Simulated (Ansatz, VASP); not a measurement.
# NaI: VASP beside Ansatz

INCAR

```
SYSTEM = NaI
ALGO = Normal ; EDIFF = 1E-7
ENCUT = 520 ; GGA = PE
ISIF = 2 ; ISMEAR = -1
LASPH = .True. ; LCHARG = .False.
LREAL = .False. ; LWAVE = .False.
NBANDS = 14 ; NELM = 100
PREC = Accurate ; SIGMA = 0.02
```

File KPOINTS:

```
k-points
0
Gamma
  6 6 6
  0 0 0
```

File POSCAR:

```
NaI
1.0
    4.0868681806      0.0463314874      0.0463314874
    0.0463314874      4.0868681806      0.0463314874
    0.0463314874      0.0463314874      4.0868681806
Na I
1 1
Direct
    0.0000000000      0.0000000000      0.0000000000
    0.5000000000      0.5000000000      0.5000000000
```

Input for Ansatz:

```yaml
crystal:
  lattice:
    - [4.0868681806, 0.0463314874, 0.0463314874]
    - [0.0463314874, 4.0868681806, 0.0463314874]
    - [0.0463314874, 0.0463314874, 4.0868681806]
  atoms:
    - { symbol: Na, position: [0.0, 0.0, 0.0] }
    - { symbol: I, position: [0.5, 0.5, 0.5] }
kpoints:
  mp_grid: { grid: [6, 6, 6] }
  band_path:
    path: [[0.0, 0.0, 0.0], [0.0, 0.5, 0.0], [0.5, 0.5, 0.0], [0.5, 0.5, 0.5]]
    npoints: 1
hamiltonian:
  xc: pbe
scf:
  occupations: { method: fermi_dirac, width: 0.02 }
  n_extra_bands: 4
output:
  forces: true
  stress: true
  eigenvalues: true
```

Change from the starting cell: shear_111 strain +3.4%.

Alike in both runs: task single point; functional PBE; k mesh 6 × 6 × 6; occupations fermi-dirac, width 0.02 eV; no spin polarisation.

|  | VASP | Ansatz |
| --- | --- | --- |
| version | VASP 6.6.1 | Ansatz 0.2.0 |
| potentials or method | VASP PAW PBE potentials, release 64 (Na_pv, I) | plane waves, PAW |
| plane-wave cutoff (eV) | 520 | 420 |
| valence electrons in the cell | 14 | 26 |

```csv
,VASP,Ansatz,Ansatz less VASP
gap on the k mesh at the Fermi level (eV),2.26,2.26,+0.003
pressure (GPa),-0.3,-0.3,0.00
"traceless stress, the component that is largest in VASP (GPa)",0.09,0.09,+0.001
```

VASP's potentials hold 14 valence electrons a cell and Ansatz's 26, so a difference there can come from the potentials and not from the codes.

Neither program's run includes spin-orbit coupling.
